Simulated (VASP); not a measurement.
# WC (NiAs type) (P6_3/mmc) in VASP: further runs, part 2 of 2

VASP 6.6.1. The steps go on from the part before.

**3. Single point, PBE**

File INCAR:

```
PREC = Accurate
ENCUT = 520
EDIFF = 1E-7
ISMEAR = -1
SIGMA = 0.1
LREAL = False
LASPH = True
NELM = 80
ALGO = Normal
ISIF = 2
LWAVE = False
LCHARG = False
GGA = PE
NBANDS = 26
```

File KPOINTS:

```
regular mesh
0
Gamma
  10 10 6
```

File POSCAR:

```
WC
1.0
    2.8410246704      0.0000000000      0.0000000000
   -1.4205123352      2.4603995374      0.0000000000
    0.0000000000      0.0000000000      5.6484911638
W C
2 2
Direct
    0.0000000000      0.0000000000      0.0000000000
    0.0000000000      0.0000000000      0.5000000000
    0.3333333333      0.6666666667      0.2500000000
    0.6666666667      0.3333333333      0.7500000000
```

Potentials or basis: VASP PAW PBE potentials, release 64 (W_sv, C).

Started as:

```bash
> cat potpaw_PBE.64/W_sv/POTCAR potpaw_PBE.64/C/POTCAR > POTCAR
> mpirun -np 1 vasp_std > vasp.out
```

OUTCAR:

```text
PREC = Accurate
   ENCUT = 520
   EDIFF = 1E-7
   ISMEAR = -1
   LREAL = False
   LASPH = True
   NELM = 80
   ISIF = 2
   GGA = PE

 ion  position               nearest neighbor table
   1  0.000  0.000  0.000-   3 2.16   4 2.16   4 2.16   3 2.16   4 2.16   3 2.16   2 2.82   2 2.82

   2  0.000  0.000  0.500-   3 2.16   4 2.16   4 2.16   3 2.16   4 2.16   3 2.16   1 2.82   1 2.82

   3  0.333  0.667  0.250-   1 2.16   2 2.16   1 2.16   2 2.16   1 2.16   2 2.16
   4  0.667  0.333  0.750-   1 2.16   2 2.16   1 2.16   2 2.16   1 2.16   2 2.16

  LATTYP: Found a hexagonal cell.
 ALAT       =     2.8410246704
 C/A-ratio  =     1.9881880023

  Lattice vectors:

 A1 = (   2.8410246704,   0.0000000000,   0.0000000000)
 A2 = (  -1.4205123352,   2.4603995374,   0.0000000000)
 A3 = (   0.0000000000,   0.0000000000,   5.6484911638)

Analysis of symmetry for initial positions (statically):
=====================================================================
 Subroutine PRICEL returns:
 Original cell was already a primitive cell.

 Routine SETGRP: Setting up the symmetry group for a
 hexagonal supercell.

 Subroutine GETGRP returns: Found 24 space group operations
 (whereof 12 operations were pure point group operations)
 out of a pool of 24 trial point group operations.

The static configuration has the point symmetry D_3d.
 The point group associated with its full space group is D_6h.

Analysis of symmetry for dynamics (positions and initial velocities):
=====================================================================
 Subroutine PRICEL returns:
 Original cell was already a primitive cell.

 Routine SETGRP: Setting up the symmetry group for a
 hexagonal supercell.

 Subroutine GETGRP returns: Found 24 space group operations
 (whereof 12 operations were pure point group operations)
 out of a pool of 24 trial point group operations.

The dynamic configuration has the point symmetry D_3d.
 The point group associated with its full space group is D_6h.

 Subroutine INISYM returns: Found 24 space group operations
 (whereof 12 operations are pure point group operations),
 and found     1 'primitive' translations

----------------------------------------------------------------------------------------

                                     Primitive cell

  volume of cell :      39.4833

  direct lattice vectors                    reciprocal lattice vectors
     2.841024670  0.000000000  0.000000000     0.351985680  0.203219027  0.000000000
    -1.420512335  2.460399537  0.000000000     0.000000000  0.406438054  0.000000000
     0.000000000  0.000000000  5.648491164     0.000000000  0.000000000  0.177038429

  length of vectors
     2.841024670  2.841024670  5.648491164     0.406438054  0.406438054  0.177038429

  position of ions in fractional coordinates (direct lattice)
     0.000000000  0.000000000  0.000000000
     0.000000000  0.000000000  0.500000000
     0.333333333  0.666666667  0.250000000
     0.666666667  0.333333333  0.750000000

  ion indices of the primitive-cell ions
   primitive index   ion index
                 1           1
                 2           2
                 3           3
                 4           4

----------------------------------------------------------------------------------------

 KPOINTS: regular mesh

Automatic generation of k-mesh.
 Grid dimensions read from file:
 generate k-points for:   10   10    6

 Generating k-lattice:

  Cartesian coordinates                     Fractional coordinates (reciprocal lattice)
     0.035198568  0.020321903  0.000000000     0.100000000 -0.000000000  0.000000000
     0.000000000  0.040643805  0.000000000     0.000000000  0.100000000  0.000000000
     0.000000000  0.000000000  0.029506405     0.000000000  0.000000000  0.166666667

  Length of vectors
     0.040643805  0.040643805  0.029506405

  Shift w.r.t. Gamma in fractional coordinates (k-lattice)
     0.000000000  0.000000000  0.000000000

 Subroutine IBZKPT returns following result:
 ===========================================

 Found     56 irreducible k-points:

 Following reciprocal coordinates:
            Coordinates               Weight
  0.000000  0.000000  0.000000      1.000000
  0.100000  0.000000  0.000000      6.000000
  0.200000  0.000000  0.000000      6.000000
  0.300000  0.000000  0.000000      6.000000
  0.400000  0.000000  0.000000      6.000000
  0.500000  0.000000  0.000000      3.000000
[... 16 lines left out ...]
  0.300000  0.100000  0.166667     24.000000
  0.400000  0.100000  0.166667     24.000000
 [... further k-points ...]
   k-points           NKPTS =     56   k-points in BZ     NKDIM =     56   number of bands    NBANDS=     26
   number of dos      NEDOS =    301   number of ions     NIONS =      4
   total plane-waves  NPLWV =  24192
   dimension x,y,z NGX =    24 NGY =   24 NGZ =   42
   dimension x,y,z NGXF=    48 NGYF=   48 NGZF=   84
   ions per type =               2   2
   NGX,Y,Z   is equivalent  to a cutoff of  14.04, 14.04, 12.36 a.u.
   NGXF,Y,Z  is equivalent  to a cutoff of  28.09, 28.09, 24.72 a.u.
 SYSTEM =  unknown system
   PREC   = accura    normal or accurate (medium, high low for compatibility)
   ISTART =      0    job   : 0-new  1-cont  2-samecut
   ICHARG =      2    charge: 1-file 2-atom 10-const
   ISPIN  =      1    spin polarized calculation?
   LNONCOLLINEAR =      F non collinear calculations
   LSORBIT =      F    spin-orbit coupling
   LASPH  =      T    aspherical Exc in radial PAW
   ENCUT  =  520.0 eV  38.22 Ry    6.18 a.u.   5.28  5.28 10.50*2*pi/ulx,y,z
   NELM   =     80;   NELMIN=  2; NELMDL= -5     # of ELM steps
   EDIFF  = 0.1E-06   stopping-criterion for ELM
   LREAL  =      F    real-space projection
   EDIFFG = 0.1E-05   stopping-criterion for IOM
   NSW    =      0    number of steps for IOM
   IBRION =     -1    ionic relax: 0-MD 1-quasi-New 2-CG
   NFREE  =      0    steps in history (QN), initial steepest desc. (CG)
   ISIF   =      2    stress and relaxation
   ISYM   =      2    0-nonsym 1-usesym 2-fastsym
   POTIM  = 0.5000    time-step for ionic-motion
   TEBEG  =    0.0;   TEEND  =   0.0 temperature during run
   PSTRESS=    0.0 pullay stress
   NELECT =      36.0000    total number of electrons
   NUPDOWN=      -1.0000    fix difference up-down
   EMIN   =  10.00;   EMAX   =-10.00  energy-range for DOS
   EFERMI =   0.00;   METHOD = LEGACY
   ISMEAR =    -1;   SIGMA  =   0.10  broadening in eV -4-tet -1-fermi 0-gaus
   EFERMI_NEDOS =   21; number of points for ismear=-14 and -15
   IALGO  =     38    algorithm
   IMIX   =      4    mixing-type and parameters
     AMIX     =   0.40;   BMIX     =  1.00
     AMIX_MAG =   1.60;   BMIX_MAG =  1.00
  volume/ion in A,a.u.               =       9.87        66.61
  Fermi-wavevector in a.u.,A,eV,Ry     =   1.587467  2.999877 34.287370  2.520051
  Thomas-Fermi vector in A             =   2.686620
   LORBIT       =      0    0 simple, 1 ext, 2 COOP (PROOUT), +10 PAW based schemes
   GGA     = PE    functional components
[... 5 lines left out ...]
 non-spin polarized calculation
  energy-cutoff  :      520.00
  volume of cell :       39.48
 maximum number of plane-waves:      1076
 NGX is ok and might be reduce to    24
   NGX = 11   NGY = 11   NGZ = 21

 number of electron      36.0000000 magnetization

 Free energy of the ion-electron system (eV)
  ---------------------------------------------------
  ext. energy  EPLUGINS =         0.00000000
  ---------------------------------------------------
  free energy    TOTEN  =       -43.81752352 eV

  energy without entropy =      -43.78547418  energy(sigma->0) =      -43.80149885

 E-fermi :  12.0148     XC(G=0): -14.0838

 val. band max:       11.9892013592   @ k =   0.1000   0.0000   0.1667
 cond. band min:      12.0483987064   @ k =   0.1000   0.0000   0.0000
 fundamental gap:      0.0591973472
 Fermi energy:        12.0148384855

 k-point     1 :       0.0000    0.0000    0.0000
  band No.  band energies     occupation
      1     -62.0137      2.00000
      2     -61.9695      2.00000
      3     -26.8018      2.00000
      4     -25.9985      2.00000
      5     -25.8820      2.00000
      6     -25.8820      2.00000
[... 18 lines left out ...]
     25      20.1551      0.00000
     26      20.4989      0.00000
[... 644 lines left out ...]
      4     -26.7408      2.00000
      5     -26.5328      2.00000
      6     -26.1735      2.00000
[... 18 lines left out ...]
     25      20.6858      0.00000
     26      21.1083      0.00000

 [... further k-points ...]
[... 5 lines left out ...]
  --------------------------------------------------------------------------------------
  -------------------------------------------------------------------------------------
  Total        7.9646271      7.9646271      8.0040779      0.0000000      0.0000000      0.0000000
  in kB      323.1937364    323.1937364    324.7945972      0.0000000      0.0000000      0.0000000
  external PRESSURE =     323.7273567 kB  Pullay stress =       0.0000000 kB

 VOLUME and BASIS-vectors are now :
 -----------------------------------------------------------------------------
  energy-cutoff  :      520.00
  volume of cell :       39.48
      direct lattice vectors                 reciprocal lattice vectors
     2.841024670  0.000000000  0.000000000     0.351985680  0.203219027  0.000000000
    -1.420512335  2.460399537  0.000000000     0.000000000  0.406438054  0.000000000
     0.000000000  0.000000000  5.648491164     0.000000000  0.000000000  0.177038429

 POSITION                                       TOTAL-FORCE (eV/Angst)
 -----------------------------------------------------------------------------------
      0.00000      0.00000      0.00000        -0.000000      0.000000      0.000000
      0.00000      0.00000      2.82425         0.000000      0.000000      0.000000
     -0.00000      1.64027      1.41212         0.000000      0.000000     -0.000000
      1.42051      0.82013      4.23637        -0.000000     -0.000000      0.000000
 -----------------------------------------------------------------------------------
    total drift:                               -0.000000      0.000000      0.000000

  FREE ENERGIE OF THE ION-ELECTRON SYSTEM (eV)
  ---------------------------------------------------
  free  energy   TOTEN  =       -43.8175235194 eV

  energy  without entropy=      -43.7854741762  energy(sigma->0) =      -43.80149885
```

Wall time 58 s (1 thread of Intel Xeon Platinum 8488C (Sapphire Rapids), shared host); peak memory 0.19 GiB.

What came out:

```
Free energy            : -43.8175 eV
Pressure               : 32.4 GPa
Band gap on the k mesh : zero (band 18 reaches 12.40 eV, above the bottom of band 19 at 11.78 eV)
```

Stress tensor (GPa, compression positive):
```
32.32  0.00  0.00
 0.00 32.32  0.00
 0.00  0.00 32.48
```

Levels at points of the mesh, in eV from the Fermi level:
```csv
k point,band 14,band 15,band 16,band 17,band 18,band 19,band 20,band 21,band 22,band 23
"(0.00, 0.00, 0.00)",-4.20,-1.00,-0.91,-0.91,-0.07,-0.07,1.03,1.03,3.34,3.34
"(0.50, 0.00, 0.00)",-4.33,-4.00,-2.38,-2.20,-0.33,2.23,4.27,4.74,5.29,5.34
"(0.00, 0.00, 0.50)",-3.08,-3.08,-3.08,0.38,0.38,0.82,0.82,0.82,0.82,5.67
"(0.50, 0.00, 0.50)",-4.68,-3.24,-3.24,-1.99,-1.99,4.48,4.48,4.51,4.51,6.37
```

Caveat: spin-orbit coupling is left out, which moves the levels of the heavy elements.
